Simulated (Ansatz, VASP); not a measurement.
## Mo5Rh: VASP beside Ansatz

```
Mo Rh
1.0
     0.00000    3.64519    3.64519
     3.64519    0.00000    3.64519
     3.64519    3.64519    0.00000
Mo Rh
5 1
Direct
  0.37793 0.87402 0.87402
  0.87402 0.37793 0.87402
  0.87402 0.87402 0.37793
  0.87402 0.87402 0.87402
  0.50000 0.50000 0.50000
  0.25000 0.25000 0.25000
```

Change from the starting cell: species swapped into the Be5Fe type (F-43m, No. 216).

Alike in both runs: functional PBE; k mesh 4 × 4 × 4; occupations gaussian, width 0.2 eV; no spin polarisation.

Ansatz relaxed the structure, and its values are those at the end. VASP's run is a single point on that final structure, the one shown.

|  | VASP | Ansatz |
| --- | --- | --- |
| version | VASP 6.6.1 | Ansatz 0.2.0 |
| potentials or method | VASP PAW PBE potentials, release 64 (Mo_sv, Rh_pv), cutoff 500 eV | scalar-relativistic, plane waves, PAW |
| valence electrons in the cell | 85 | 87 |

Ansatz gave:

| Item | Value |
| --- | --- |
| gap on the k mesh at the Fermi level (eV) | none |
| pressure (GPa) | -0.1 |
| rms of the force components (eV/Å) | 0.008 |

**Question.** What did VASP give for the same quantities?

**Answer.** gap on the k mesh at the Fermi level (eV): none; pressure (GPa): 0.4; rms of the force components (eV/Å): 0.004.

A gap of «none» marks a metal or a gap that the smearing closes. The functional is the same, so the differences come from potentials, cutoffs and numerics. VASP's potentials hold 85 valence electrons a cell and Ansatz's 87, so a difference there can come from the potentials and not from the codes.

The k mesh is coarse, so the values compare programs but aren't converged.
